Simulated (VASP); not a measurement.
A run of VASP 6.6.1 is set up as follows.

Contents of INCAR:

```
PREC = Accurate
ENCUT = 520
EDIFF = 1E-6
ISMEAR = -1
SIGMA = 0.1
LREAL = False
LASPH = True
NELM = 60
ALGO = Normal
ISIF = 2
LWAVE = False
LCHARG = False
GGA = PS
NBANDS = 10
```

Contents of KPOINTS:

```
Automatic mesh
0
Gamma
  20 20 20
```

POSCAR

```
F
1.0
   -1.3219674954      1.3219674954      1.3219674954
    1.3219674954     -1.3219674954      1.3219674954
    1.3219674954      1.3219674954     -1.3219674954
F
1
Direct
    0.0000000000      0.0000000000      0.0000000000
```

Potentials or basis: VASP PAW PBE potentials, release 64 (F).

Launch:

```sh
$ cat potpaw_PBE.64/F/POTCAR > POTCAR
$ mpirun -np 1 vasp_std > vasp.out
```

(1) Estimate the pressure.

Answers

(1) -0.9 GPa.

Caveat: the PAW data sets were made with another functional, which shifts forces and pressure a little; an odd number of electrons without spin polarisation forces a metal; a magnetic or distorted state may lie lower.
